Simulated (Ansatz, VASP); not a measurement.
**Hg: VASP beside Ansatz**

INCAR

```
PREC = Accurate ; ENCUT = 520
EDIFF = 1E-7 ; ISMEAR = -1
SIGMA = 0.01 ; LREAL = False
LASPH = True ; NELM = 150
ALGO = Normal ; ISIF = 2
LWAVE = False ; LCHARG = False
ISPIN = 2 ; MAGMOM = 0.01
LORBIT = 11 ; GGA = RP
NBANDS = 16 ; ISYM = 0
```

Contents of KPOINTS:

```
Automatic mesh
0
Gamma
  1 1 1
```

The input POSCAR:

```
Hg
1.0
   14.0000000000      0.0000000000      0.0000000000
    0.0000000000     14.4000000000      0.0000000000
    0.0000000000      0.0000000000     14.8000000000
Hg
1
Direct
    0.5000000000      0.5000000000      0.5000000000
```

Input for Ansatz:

```yaml
crystal:
  lattice:
    - [14.0, 0.0, 0.0]
    - [0.0, 14.4, 0.0]
    - [0.0, 0.0, 14.8]
  atoms:
    - { symbol: Hg, position: [0.5, 0.5, 0.5], spin: 0.01 }
  symmetry: { detect: false, time_reversal: true }
hamiltonian:
  xc: rpbe
  pseudopotentials:
    kind: paw
    azcp:
      Hg: "pseudopotentials/Hg.paw.azcp"
basis:
  ecutwfc: 420
  fft_grid_basis: typed
kpoints:
  mp_grid: { grid: [1, 1, 1], shift: [0, 0, 0] }
magnetization:
  spin_polarized: true
scf:
  occupations: { method: fermi_dirac, width: 0.01 }
```

Alike in both runs: task single point; functional RPBE; k mesh 1 × 1 × 1; occupations fermi-dirac, width 0.01 eV; collinear spin.

|  | VASP | Ansatz |
| --- | --- | --- |
| version | VASP 6.6.1 | Ansatz 0.2.0 |
| potentials or method | VASP PAW PBE potentials, release 64 (Hg), cutoff 520 eV | plane waves (420 eV) with PAW, scalar-relativistic |
| valence electrons in the cell | 12 | 20 |

```tsv
	VASP	Ansatz	Ansatz less VASP
gap on the k mesh at the Fermi level (eV)	5.67	5.66	-0.008
net moment per atom (μB)	0.00	0.00	0.000
```

VASP's potentials were made for PBE, not for RPBE. VASP's potentials hold 12 valence electrons a cell and Ansatz's 20, so a difference there can come from the potentials and not from the codes. Ansatz's warnings: seeded moment not kept.

Spin-orbit coupling is off throughout.
